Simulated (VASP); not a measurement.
# Sr (I4/mmm) in VASP: single point with LDA

Aim: the single point of Sr with LDA.

All numbers are computed with VASP 6.6.1; they aren't measurements. Logs are shortened: lines on timing, memory, paths and dates and some standing lists are left out, and cuts for length are marked.

## Step 1: The cell of the first run

Symmetry: I4/mmm, No. 139, tetragonal system. The conventional cell has a = 7.108 Å, b = 7.108 Å, c = 4.676 Å, α = 90.00°, β = 90.00°, γ = 90.00°.

## Step 2: Single point, LDA

File INCAR:

```
ALGO     = Normal         # electronic algorithm
EDIFF    = 1E-6           # SCF threshold, eV
ENCUT    = 520            # plane-wave cutoff, eV
GGA      = CA             # functional
ISIF     = 2              # what is computed and relaxed
ISMEAR   = 1              # smearing method
LASPH    = True           # aspherical terms in the spheres
LCHARG   = False          # write CHGCAR
LREAL    = False          # projectors in reciprocal space
LWAVE    = False          # write WAVECAR
NBANDS   = 17             # bands
NELM     = 60             # most SCF steps
PREC     = Accurate       # precision mode
SIGMA    = 0.1            # smearing width, eV
```

File KPOINTS:

```
k-points
0
Gamma
  4 4 4
```

File POSCAR:

```
Sr
1.0
    7.1081860000      0.0000000000      0.0000000000
    0.0000000000      7.1081860000      0.0000000000
    0.0000000000      0.0000000000      4.6756040000
Sr
2
Direct
    0.0000000000      0.0000000000      0.0000000000
    0.5000000000      0.5000000000      0.5000000000
```

Potentials or basis: VASP PAW LDA potentials, release 64 (Sr_sv).

Command:

```
$ cat potpaw_LDA.64/Sr_sv/POTCAR > POTCAR
$ mpirun -np 1 vasp_std > vasp.out
```

OUTCAR:

```text
EDIFF = 1E-6
   ENCUT = 520
   GGA = CA
   ISIF = 2
   ISMEAR = 1
   LASPH = True
   LREAL = False
   NELM = 60
   PREC = Accurate

 ion  position               nearest neighbor table
   1  0.000  0.000  0.000-
   2  0.500  0.500  0.500-

  LATTYP: Found a simple tetragonal cell.
 ALAT       =     7.1081860000
 C/A-ratio  =     0.6577773851

  Lattice vectors:

 A1 = (   7.1081860000,   0.0000000000,   0.0000000000)
 A2 = (   0.0000000000,   7.1081860000,   0.0000000000)
 A3 = (   0.0000000000,   0.0000000000,   4.6756040000)

Analysis of symmetry for initial positions (statically):
=====================================================================
 Subroutine PRICEL returns following result:

  LATTYP: Found a body centered tetragonal cell.
 ALAT       =     7.1081860000
 C/A-ratio  =     0.6577773851

  Lattice vectors:

 A1 = (   3.5540930000,  -3.5540930000,  -2.3378020000)
 A2 = (  -3.5540930000,   3.5540930000,  -2.3378020000)
 A3 = (   3.5540930000,   3.5540930000,   2.3378020000)

   2 primitive cells build up your supercell.

 Routine SETGRP: Setting up the symmetry group for a
 simple tetragonal supercell.

 Subroutine GETGRP returns: Found 16 space group operations
 (whereof 16 operations were pure point group operations)
 out of a pool of 16 trial point group operations.

The static configuration has the point symmetry D_4h.

Analysis of symmetry for dynamics (positions and initial velocities):
=====================================================================
 Subroutine PRICEL returns following result:

  LATTYP: Found a body centered tetragonal cell.
 ALAT       =     7.1081860000
 C/A-ratio  =     0.6577773851

  Lattice vectors:

 A1 = (   3.5540930000,  -3.5540930000,  -2.3378020000)
 A2 = (  -3.5540930000,   3.5540930000,  -2.3378020000)
 A3 = (   3.5540930000,   3.5540930000,   2.3378020000)

   2 primitive cells build up your supercell.

 Routine SETGRP: Setting up the symmetry group for a
 simple tetragonal supercell.

 Subroutine GETGRP returns: Found 16 space group operations
 (whereof 16 operations were pure point group operations)
 out of a pool of 16 trial point group operations.

The dynamic configuration has the point symmetry D_4h.

 Subroutine INISYM returns: Found 16 space group operations
 (whereof 16 operations are pure point group operations),
 and found     2 'primitive' translations

----------------------------------------------------------------------------------------

                                     Primitive cell

  volume of cell :     118.1205

  direct lattice vectors                    reciprocal lattice vectors
     3.554093000 -3.554093000 -2.337802000     0.140682869  0.000000000 -0.213876111
    -3.554093000  3.554093000 -2.337802000    -0.000000000  0.140682869 -0.213876111
     3.554093000  3.554093000  2.337802000     0.140682869  0.140682869  0.000000000

  length of vectors
     5.543326826  5.543326826  5.543326826     0.255997384  0.255997384  0.198955621

  position of ions in fractional coordinates (direct lattice)
     0.000000000  0.000000000  0.000000000

  ion indices of the primitive-cell ions
   primitive index   ion index
                 1           1

----------------------------------------------------------------------------------------

 KPOINTS: k-points

Automatic generation of k-mesh.
 Grid dimensions read from file:
 generate k-points for:    4    4    4

 Generating k-lattice:

  Cartesian coordinates                     Fractional coordinates (reciprocal lattice)
     0.035170717  0.000000000  0.000000000     0.250000000  0.000000000  0.000000000
     0.000000000  0.035170717  0.000000000     0.000000000  0.250000000  0.000000000
     0.000000000  0.000000000  0.053469028     0.000000000  0.000000000  0.250000000

  Length of vectors
     0.035170717  0.035170717  0.053469028

  Shift w.r.t. Gamma in fractional coordinates (k-lattice)
     0.000000000  0.000000000  0.000000000

 Subroutine IBZKPT returns following result:
 ===========================================

 Found     18 irreducible k-points:

 Following reciprocal coordinates:
            Coordinates               Weight
  0.000000  0.000000  0.000000      1.000000
  0.250000  0.000000  0.000000      4.000000
  0.500000  0.000000  0.000000      2.000000
  0.250000  0.250000  0.000000      4.000000
  0.500000  0.250000  0.000000      4.000000
  0.500000  0.500000  0.000000      1.000000
[... 10 lines left out ...]
  0.500000  0.250000  0.500000      4.000000
  0.500000  0.500000  0.500000      1.000000
   k-points           NKPTS =     18   k-points in BZ     NKDIM =     18   number of bands    NBANDS=     17
   number of dos      NEDOS =    301   number of ions     NIONS =      2
   total plane-waves  NPLWV = 104976
   dimension x,y,z NGX =    54 NGY =   54 NGZ =   36
   dimension x,y,z NGXF=   108 NGYF=  108 NGZF=   72
   ions per type =               2
   NGX,Y,Z   is equivalent  to a cutoff of  12.63, 12.63, 12.80 a.u.
   NGXF,Y,Z  is equivalent  to a cutoff of  25.26, 25.26, 25.60 a.u.
 SYSTEM =  unknown system
   PREC   = accura    normal or accurate (medium, high low for compatibility)
   ISTART =      0    job   : 0-new  1-cont  2-samecut
   ICHARG =      2    charge: 1-file 2-atom 10-const
   ISPIN  =      1    spin polarized calculation?
   LNONCOLLINEAR =      F non collinear calculations
   LSORBIT =      F    spin-orbit coupling
   LASPH  =      T    aspherical Exc in radial PAW
   ENCUT  =  520.0 eV  38.22 Ry    6.18 a.u.  13.22 13.22  8.69*2*pi/ulx,y,z
   NELM   =     60;   NELMIN=  2; NELMDL= -5     # of ELM steps
   EDIFF  = 0.1E-05   stopping-criterion for ELM
   LREAL  =      F    real-space projection
   EDIFFG = 0.1E-04   stopping-criterion for IOM
   NSW    =      0    number of steps for IOM
   IBRION =     -1    ionic relax: 0-MD 1-quasi-New 2-CG
   NFREE  =      0    steps in history (QN), initial steepest desc. (CG)
   ISIF   =      2    stress and relaxation
   ISYM   =      2    0-nonsym 1-usesym 2-fastsym
   POTIM  = 0.5000    time-step for ionic-motion
   TEBEG  =    0.0;   TEEND  =   0.0 temperature during run
   PSTRESS=    0.0 pullay stress
   NELECT =      20.0000    total number of electrons
   NUPDOWN=      -1.0000    fix difference up-down
   EMIN   =  10.00;   EMAX   =-10.00  energy-range for DOS
   EFERMI =   0.00;   METHOD = LEGACY
   ISMEAR =     1;   SIGMA  =   0.10  broadening in eV -4-tet -1-fermi 0-gaus
   EFERMI_NEDOS =   21; number of points for ismear=-14 and -15
   IALGO  =     38    algorithm
   IMIX   =      4    mixing-type and parameters
     AMIX     =   0.40;   BMIX     =  1.00
     AMIX_MAG =   1.60;   BMIX_MAG =  1.00
  volume/ion in A,a.u.               =     118.12       797.12
  Fermi-wavevector in a.u.,A,eV,Ry     =   0.718841  1.358413  7.030578  0.516733
  Thomas-Fermi vector in A             =   1.807883
   LORBIT       =      0    0 simple, 1 ext, 2 COOP (PROOUT), +10 PAW based schemes
   GGA     = CA    functional components
   LHFCALC =     F    Hartree Fock is set to
   AEXX    =    0.0000 exact exchange contribution
   IVDW    =     0    specifies the selected vdW correction
   LEPSILON=     F    determine dielectric tensor
   LRPA    =     F    only Hartree local field effects (RPA)
 non-spin polarized calculation
 Methfessel and Paxton  Order N= 1 SIGMA  =   0.10
  energy-cutoff  :      520.00
  volume of cell :      236.24
 maximum number of plane-waves:      6409
 NGX is ok and might be reduce to    54
   NGX = 27   NGY = 27   NGZ = 17

 number of electron      20.0000000 magnetization

 Free energy of the ion-electron system (eV)
  ---------------------------------------------------
  ext. energy  EPLUGINS =         0.00000000
  ---------------------------------------------------
  free energy    TOTEN  =        -1.78589448 eV

  energy without entropy =       -1.78265884  energy(sigma->0) =       -1.78481593

 E-fermi :  -0.5748     XC(G=0):  -5.4338

 val. band max:       -0.6253472402   @ k =   0.5000   0.2500   0.5000
 cond. band min:      -0.5712693795   @ k =   0.5000   0.5000   0.2500
 fundamental gap:      0.0540778607
 Fermi energy:        -0.5748032965

 k-point     1 :       0.0000    0.0000    0.0000
  band No.  band energies     occupation
      1     -38.2670      2.00000
      2     -38.2667      2.00000
      3     -20.3014      2.00000
      4     -20.3014      2.00000
      5     -20.2954      2.00000
      6     -20.2954      2.00000
[... 9 lines left out ...]
     16       1.4398      0.00000
     17       1.7082      0.00000

 k-point     2 :       0.2500    0.0000    0.0000
  band No.  band energies     occupation
      1     -38.2669      2.00000
      2     -38.2668      2.00000
      3     -20.3006      2.00000
      4     -20.3006      2.00000
      5     -20.2963      2.00000
      6     -20.2963      2.00000
[... 9 lines left out ...]
     16       1.5805      0.00000
     17       1.7657      0.00000

 k-point     3 :       0.5000    0.0000    0.0000
  band No.  band energies     occupation
      1     -38.2668      2.00000
      2     -38.2668      2.00000
      3     -20.2985      2.00000
      4     -20.2985      2.00000
      5     -20.2984      2.00000
      6     -20.2984      2.00000
[... 9 lines left out ...]
     16       1.0810     -0.00000
     17       1.8588      0.00000

 k-point     4 :       0.2500    0.2500    0.0000
  band No.  band energies     occupation
      1     -38.2669      2.00000
      2     -38.2668      2.00000
      3     -20.3018      2.00000
      4     -20.2988      2.00000
      5     -20.2982      2.00000
      6     -20.2952      2.00000
[... 9 lines left out ...]
     16       1.5191      0.00000
     17       1.7368      0.00000
[... 223 lines left out ...]
      1     -38.2657      2.00000
      2     -38.2657      2.00000
      3     -20.2955      2.00000
      4     -20.2955      2.00000
      5     -20.2955      2.00000
      6     -20.2955      2.00000
[... 9 lines left out ...]
     16       1.0663     -0.00000
     17       1.3830     -0.00000

 k-point    17 :       0.5000    0.2500    0.5000
  band No.  band energies     occupation
      1     -38.2657      2.00000
      2     -38.2657      2.00000
      3     -20.2956      2.00000
      4     -20.2956      2.00000
      5     -20.2955      2.00000
      6     -20.2955      2.00000
[... 9 lines left out ...]
     16       0.7770     -0.00000
     17       1.5187      0.00000

 k-point    18 :       0.5000    0.5000    0.5000
  band No.  band energies     occupation
      1     -38.2657      2.00000
      2     -38.2657      2.00000
      3     -20.2955      2.00000
      4     -20.2955      2.00000
      5     -20.2955      2.00000
      6     -20.2955      2.00000
[... 9 lines left out ...]
     16      -0.0288     -0.00000
     17       1.5575      0.00000

------------------------ aborting loop because EDIFF is reached ----------------------------------------

  FORCE on cell =-STRESS in cart. coord.  units (eV):
  Direction    XX          YY          ZZ          XY          YZ          ZX
  --------------------------------------------------------------------------------------
  -------------------------------------------------------------------------------------
  Total       -2.8907759     -2.8907759     -2.1928844      0.0000000      0.0000000     -0.0000000
  in kB      -19.6051296    -19.6051296    -14.8720565      0.0000000      0.0000000     -0.0000000
  external PRESSURE =     -18.0274386 kB  Pullay stress =       0.0000000 kB

 VOLUME and BASIS-vectors are now :
 -----------------------------------------------------------------------------
  energy-cutoff  :      520.00
  volume of cell :      236.24
      direct lattice vectors                 reciprocal lattice vectors
     7.108186000  0.000000000  0.000000000     0.140682869  0.000000000  0.000000000
     0.000000000  7.108186000  0.000000000     0.000000000  0.140682869  0.000000000
     0.000000000  0.000000000  4.675604000     0.000000000  0.000000000  0.213876111

 POSITION                                       TOTAL-FORCE (eV/Angst)
 -----------------------------------------------------------------------------------
      0.00000      0.00000      0.00000        -0.000000      0.000000     -0.000000
      3.55409      3.55409      2.33780         0.000000     -0.000000      0.000000
 -----------------------------------------------------------------------------------
    total drift:                                0.000000      0.000000      0.000000

  FREE ENERGIE OF THE ION-ELECTRON SYSTEM (eV)
  ---------------------------------------------------
  free  energy   TOTEN  =        -1.7858944822 eV

  energy  without entropy=       -1.7826588399  energy(sigma->0) =       -1.78481593
```

Wall time 1.8 min (1 thread of AMD EPYC 7R13, shared host); peak memory 0.24 GiB.

What came out:

- Free energy: -1.7859 eV
- Pressure: -1.8 GPa
- Band gap on the k mesh: zero (bands 10 and 11 overlap by 0.71 eV)

The gap in the log of VASP goes by the Fermi energy; the results here count the filled bands.